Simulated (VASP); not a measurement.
# AlN (R-3m) in VASP: notebook

Runs on AlN. Level: LDA. Tasks: electric field gradients.

All numbers are computed with VASP 6.6.1; they aren't measurements. Logs are shortened: lines on timing, memory, paths and dates and some standing lists are left out, and cuts for length are marked.

**1. The cell of the first run**

Symmetry: R-3m, No. 166, trigonal system. The conventional cell has a = 2.783 Å, b = 2.783 Å, c = 6.921 Å, α = 90.00°, β = 90.00°, γ = 120.00°. Al (site symmetry -3m) has 6 N at 1.98 Å within 2.6 Å. N (site symmetry -3m) has 6 Al at 1.98 Å within 2.6 Å.

**2. Electric field gradients, LDA (equal xy, yz and zx shear strains of +1 %)**

Input file INCAR:

```
PREC = Accurate
ENCUT = 520
EDIFF = 1E-8
ISMEAR = -1
SIGMA = 0.02
LREAL = False
LASPH = True
NELM = 60
ALGO = Normal
ISIF = 2
LWAVE = False
LCHARG = False
GGA = CA
LEFG = True
NBANDS = 11
```

Input file KPOINTS:

```
regular mesh
0
Gamma
  10 10 10
```

Input file POSCAR:

```
AlN
1.0
    0.0197800000      1.9878900000      1.9878900000
    1.9878900000      0.0197800000      1.9878900000
    1.9878900000      1.9878900000      0.0197800000
Al N
1 1
Direct
    0.0000000000      0.0000000000      0.0000000000
    0.5000000000      0.5000000000      0.5000000000
```

Potentials or basis: VASP PAW LDA potentials, release 64 (Al, N).

Launch:

```bash
$ cat potpaw_LDA.64/Al/POTCAR potpaw_LDA.64/N/POTCAR > POTCAR
$ mpirun -np 1 vasp_std > vasp.out
```

OUTCAR:

```text
PREC = Accurate
   ENCUT = 520
   EDIFF = 1E-8
   ISMEAR = -1
   LREAL = False
   LASPH = True
   NELM = 60
   ISIF = 2
   GGA = CA

 ion  position               nearest neighbor table
   1  0.000  0.000  0.000-   2 1.98   2 1.98   2 1.98   2 1.98   2 1.98   2 1.98
   2  0.500  0.500  0.500-   1 1.98   1 1.98   1 1.98   1 1.98   1 1.98   1 1.98

  LATTYP: Found a trigonal (rhomboedric) cell.
 ALAT       =     2.8113705826
 COS(alpha) =     0.5099250056

  Lattice vectors:

 A1 = (   0.0197800000,   1.9878900000,   1.9878900000)
 A2 = (   1.9878900000,   0.0197800000,   1.9878900000)
 A3 = (   1.9878900000,   1.9878900000,   0.0197800000)

Analysis of symmetry for initial positions (statically):
=====================================================================
 Subroutine PRICEL returns:
 Original cell was already a primitive cell.

 Routine SETGRP: Setting up the symmetry group for a
 trigonal (rhombohedral) supercell.

 Subroutine GETGRP returns: Found 12 space group operations
 (whereof 12 operations were pure point group operations)
 out of a pool of 12 trial point group operations.

The static configuration has the point symmetry D_3d.

Analysis of symmetry for dynamics (positions and initial velocities):
=====================================================================
 Subroutine PRICEL returns:
 Original cell was already a primitive cell.

 Routine SETGRP: Setting up the symmetry group for a
 trigonal (rhombohedral) supercell.

 Subroutine GETGRP returns: Found 12 space group operations
 (whereof 12 operations were pure point group operations)
 out of a pool of 12 trial point group operations.

The dynamic configuration has the point symmetry D_3d.

 Subroutine INISYM returns: Found 12 space group operations
 (whereof 12 operations are pure point group operations),
 and found     1 'primitive' translations

----------------------------------------------------------------------------------------

                                     Primitive cell

  volume of cell :      15.4766

  direct lattice vectors                    reciprocal lattice vectors
     0.019780000  1.987890000  1.987890000    -0.255308518  0.252793163  0.252793163
     1.987890000  0.019780000  1.987890000     0.252793163 -0.255308518  0.252793163
     1.987890000  1.987890000  0.019780000     0.252793163  0.252793163 -0.255308518

[... 127 lines left out ...]
  free energy    TOTEN  =       -16.19750985 eV

  energy without entropy =      -16.19750985  energy(sigma->0) =      -16.19750985

 E-fermi :  11.0343     XC(G=0): -12.8840

 val. band max:       10.6635944404   @ k =   0.0000   0.0000   0.0000
 cond. band min:      15.5065910392   @ k =   0.5000   0.5000  -0.0000
 fundamental gap:      4.8429965988
 Fermi energy:        11.0342672284

 k-point     1 :       0.0000    0.0000    0.0000
  band No.  band energies     occupation
      1      -7.4327      2.00000
      2      10.4383      2.00000
      3      10.6636      2.00000
      4      10.6636      2.00000
      5      17.3246      0.00000
      6      22.5131      0.00000
      7      22.9704      0.00000
      8      22.9704      0.00000
      9      28.2001      0.00000
     10      28.7047      0.00000
     11      28.7047      0.00000
[... 309 lines left out ...]
 k-point    24 :       0.4000    0.3000   -0.0000
  band No.  band energies     occupation
      1      -4.1430      2.00000
      2       4.5038      2.00000
      3       7.6689      2.00000
      4       8.0397      2.00000
      5      16.7591      0.00000
      6      17.8976      0.00000
      7      23.4449      0.00000
      8      26.7483      0.00000
      9      27.6886      0.00000
     10      32.9354      0.00000
     11      36.0796      0.00000

 [... further k-points ...]
[... 5 lines left out ...]
  --------------------------------------------------------------------------------------
  -------------------------------------------------------------------------------------
  Total        1.2825283      1.2825283      1.2825283     -0.3376568     -0.3376568     -0.3376568
  in kB      132.7703645    132.7703645    132.7703645    -34.9550314    -34.9550314    -34.9550314
  external PRESSURE =     132.7703645 kB  Pullay stress =       0.0000000 kB

 VOLUME and BASIS-vectors are now :
 -----------------------------------------------------------------------------
  energy-cutoff  :      520.00
  volume of cell :       15.48
      direct lattice vectors                 reciprocal lattice vectors
     0.019780000  1.987890000  1.987890000    -0.255308518  0.252793163  0.252793163
     1.987890000  0.019780000  1.987890000     0.252793163 -0.255308518  0.252793163
     1.987890000  1.987890000  0.019780000     0.252793163  0.252793163 -0.255308518

 POSITION                                       TOTAL-FORCE (eV/Angst)
 -----------------------------------------------------------------------------------
      0.00000      0.00000      0.00000        -0.000000     -0.000000     -0.000000
      1.99778      1.99778      1.99778         0.000000      0.000000      0.000000
 -----------------------------------------------------------------------------------
    total drift:                               -0.000000     -0.000000      0.000000

  FREE ENERGIE OF THE ION-ELECTRON SYSTEM (eV)
  ---------------------------------------------------
  free  energy   TOTEN  =       -16.1975098497 eV

  energy  without entropy=      -16.1975098497  energy(sigma->0) =      -16.19750985

 Electric field gradients (V/A^2)
---------------------------------------------------------------------
 ion       V_xx      V_yy      V_zz      V_xy      V_xz      V_yz
---------------------------------------------------------------------
   1      -0.000     0.000    -0.000    -0.146    -0.146    -0.146
   2      -0.000     0.000     0.000     2.184     2.184     2.184
---------------------------------------------------------------------

 Electric field gradients after diagonalization (V/A^2)
 (convention: |V_zz| > |V_xx| > |V_yy|)
----------------------------------------------------------------------
 ion       V_xx      V_yy      V_zz     asymmetry (V_yy - V_xx)/ V_zz
----------------------------------------------------------------------
   1       0.146     0.146    -0.291       0.000
   2      -2.184    -2.184     4.368       0.000
----------------------------------------------------------------------

           NMR quadrupolar parameters

 Cq : quadrupolar parameter    Cq=e*Q*V_zz/h
 eta: asymmetry parameters     (V_yy - V_xx)/ V_zz
 Q  : nuclear electric quadrupole moment in mb (millibarn)
----------------------------------------------------------------------
 ion       Cq(MHz)       eta       Q (mb)
----------------------------------------------------------------------
   1      -0.001       0.000       1.000
   2       0.011       0.000       1.000
----------------------------------------------------------------------
```

Run time: 24 s. Hardware: 1 thread of Intel Xeon 8259CL, shared host; peak memory 0.14 GiB.

Results:

| Item | Value |
| --- | --- |
| Free energy | -16.1975 eV |
| Pressure | 13.3 GPa |
| Band gap on the k mesh | 4.84 eV, indirect (least direct gap 6.66 eV) |

Electric field gradients, principal values (V/Å²):
```csv
atom,least,middle,greatest (by size)
1 Al,0.146,0.146,-0.291
2 N,-2.184,-2.184,4.368
```

Caveat: the cell differs from its parent crystal (equal xy, yz and zx shear strains of +1 %); without QUAD_EFG the Cq values of the log hold for a quadrupole moment of 1 mb, not for the nuclei. A k mesh can miss the band edges.

**3. Electric field gradients, LDA (equal xy, yz and zx shear strains of +3 %)**

Input file INCAR:

```
ALGO     = Normal         # electronic algorithm
EDIFF    = 1E-8           # SCF threshold, eV
ENCUT    = 520            # plane-wave cutoff, eV
ISIF     = 2              # what is computed and relaxed
ISMEAR   = -1             # smearing method
LASPH    = T              # aspherical terms in the spheres
LCHARG   = F              # write CHGCAR
LEFG     = T            
LREAL    = F              # projectors in reciprocal space
LWAVE    = F              # write WAVECAR
NBANDS   = 11             # bands
NELM     = 80             # most SCF steps
PREC     = Accurate       # precision mode
SIGMA    = 0.02           # smearing width, eV
```

Input file KPOINTS:

```
k-points
0
Gamma
  10 10 10
```

Input file POSCAR:

```
AlN
1.0
    0.0593400000      2.0076700000      2.0076700000
    2.0076700000      0.0593400000      2.0076700000
    2.0076700000      2.0076700000      0.0593400000
Al N
1 1
Direct
    0.0000000000      0.0000000000      0.0000000000
    0.5000000000      0.5000000000      0.5000000000
```

Potentials or basis: VASP PAW LDA potentials, release 64 (Al, N).

Launch:

```bash
$ cat potpaw_LDA.64/Al/POTCAR potpaw_LDA.64/N/POTCAR > POTCAR
$ mpirun -np 1 vasp_std > vasp.out
```

OUTCAR:

```text
EDIFF = 1E-8
   ENCUT = 520
   ISIF = 2
   ISMEAR = -1
   LASPH = T
   LREAL = F
   NELM = 80
   PREC = Accurate

 ion  position               nearest neighbor table
   1  0.000  0.000  0.000-   2 1.98   2 1.98   2 1.98   2 1.98   2 1.98   2 1.98
   2  0.500  0.500  0.500-   1 1.98   1 1.98   1 1.98   1 1.98   1 1.98   1 1.98

  LATTYP: Found a trigonal (rhomboedric) cell.
 ALAT       =     2.8398941694
 COS(alpha) =     0.5293254421

  Lattice vectors:

 A1 = (   0.0593400000,   2.0076700000,   2.0076700000)
 A2 = (   2.0076700000,   0.0593400000,   2.0076700000)
 A3 = (   2.0076700000,   2.0076700000,   0.0593400000)

Analysis of symmetry for initial positions (statically):
=====================================================================
 Subroutine PRICEL returns:
 Original cell was already a primitive cell.

 Routine SETGRP: Setting up the symmetry group for a
 trigonal (rhombohedral) supercell.

 Subroutine GETGRP returns: Found 12 space group operations
 (whereof 12 operations were pure point group operations)
 out of a pool of 12 trial point group operations.

The static configuration has the point symmetry D_3d.

Analysis of symmetry for dynamics (positions and initial velocities):
=====================================================================
 Subroutine PRICEL returns:
 Original cell was already a primitive cell.

 Routine SETGRP: Setting up the symmetry group for a
 trigonal (rhombohedral) supercell.

 Subroutine GETGRP returns: Found 12 space group operations
 (whereof 12 operations were pure point group operations)
 out of a pool of 12 trial point group operations.

The dynamic configuration has the point symmetry D_3d.

[... 162 lines left out ...]
      8      23.2995      0.00000
      9      28.0846      0.00000
     10      28.7530      0.00000
     11      28.7530      0.00000
[... 309 lines left out ...]
 k-point    24 :       0.4000    0.3000   -0.0000
  band No.  band energies     occupation
      1      -4.1244      2.00000
      2       4.5393      2.00000
      3       7.8031      2.00000
      4       7.9040      2.00000
      5      16.4785      0.00000
      6      18.2421      0.00000
      7      23.3559      0.00000
      8      26.7463      0.00000
      9      27.7685      0.00000
     10      32.9329      0.00000
     11      36.1368      0.00000

 [... further k-points ...]
[... 5 lines left out ...]
  --------------------------------------------------------------------------------------
  -------------------------------------------------------------------------------------
  Total        1.3147914      1.3147914      1.3147914     -1.0393418     -1.0393418     -1.0393418
  in kB      136.1911551    136.1911551    136.1911551   -107.6590252   -107.6590252   -107.6590252
  external PRESSURE =     136.1911551 kB  Pullay stress =       0.0000000 kB

 VOLUME and BASIS-vectors are now :
 -----------------------------------------------------------------------------
  energy-cutoff  :      520.00
  volume of cell :       15.47
      direct lattice vectors                 reciprocal lattice vectors
     0.059340000  2.007670000  2.007670000    -0.260367368  0.252892706  0.252892706
     2.007670000  0.059340000  2.007670000     0.252892706 -0.260367368  0.252892706
     2.007670000  2.007670000  0.059340000     0.252892706  0.252892706 -0.260367368

 POSITION                                       TOTAL-FORCE (eV/Angst)
 -----------------------------------------------------------------------------------
      0.00000      0.00000      0.00000         0.000000     -0.000000     -0.000000
      2.03734      2.03734      2.03734        -0.000000      0.000000      0.000000
 -----------------------------------------------------------------------------------
    total drift:                               -0.000000     -0.000000      0.000000

  FREE ENERGIE OF THE ION-ELECTRON SYSTEM (eV)
  ---------------------------------------------------
  free  energy   TOTEN  =       -16.1560154905 eV

  energy  without entropy=      -16.1560154905  energy(sigma->0) =      -16.15601549

 Electric field gradients (V/A^2)
---------------------------------------------------------------------
 ion       V_xx      V_yy      V_zz      V_xy      V_xz      V_yz
---------------------------------------------------------------------
   1      -0.000     0.000    -0.000    -0.411    -0.411    -0.411
   2       0.000    -0.000     0.000     6.664     6.664     6.664
---------------------------------------------------------------------

 Electric field gradients after diagonalization (V/A^2)
 (convention: |V_zz| > |V_xx| > |V_yy|)
----------------------------------------------------------------------
 ion       V_xx      V_yy      V_zz     asymmetry (V_yy - V_xx)/ V_zz
----------------------------------------------------------------------
   1       0.411     0.411    -0.821       0.000
   2      -6.664    -6.664    13.328       0.000
----------------------------------------------------------------------

           NMR quadrupolar parameters

 Cq : quadrupolar parameter    Cq=e*Q*V_zz/h
 eta: asymmetry parameters     (V_yy - V_xx)/ V_zz
 Q  : nuclear electric quadrupole moment in mb (millibarn)
----------------------------------------------------------------------
 ion       Cq(MHz)       eta       Q (mb)
----------------------------------------------------------------------
   1      -0.002       0.000       1.000
   2       0.032       0.000       1.000
----------------------------------------------------------------------
```

stdout:

```text
POSCAR found type information on POSCAR AlN
 POSCAR found :  2 types and       2 ions
 scaLAPACK will be used
 LDA part: xc-table for (Slater(with rela. corr.)+CA(PZ))
 , standard interpolation
 POSCAR, INCAR and KPOINTS ok, starting setup
 FFT: planning ... GRIDC
 FFT: planning ... GRID_SOFT
 FFT: planning ... GRID
 WAVECAR not read
 entering main loop
ion   1

ion   2
```

Wall time 24 s (1 thread of Intel Xeon 8259CL, shared host); peak memory 0.13 GiB.

Results:

| Quantity | Value |
| --- | --- |
| Free energy | -16.1560 eV |
| Pressure | 13.6 GPa |
| Band gap on the k mesh | 4.35 eV, indirect (least direct gap 6.37 eV) |

Electric field gradients, principal values (V/Å²):
| atom | least | middle | greatest (by size) |
| --- | --- | --- | --- |
| 1 Al | 0.411 | 0.411 | -0.821 |
| 2 N | -6.664 | -6.664 | 13.328 |

Caveat: the cell differs from its parent crystal (equal xy, yz and zx shear strains of +3 %); without QUAD_EFG the Cq values of the log hold for a quadrupole moment of 1 mb, not for the nuclei. A k mesh can miss the band edges.
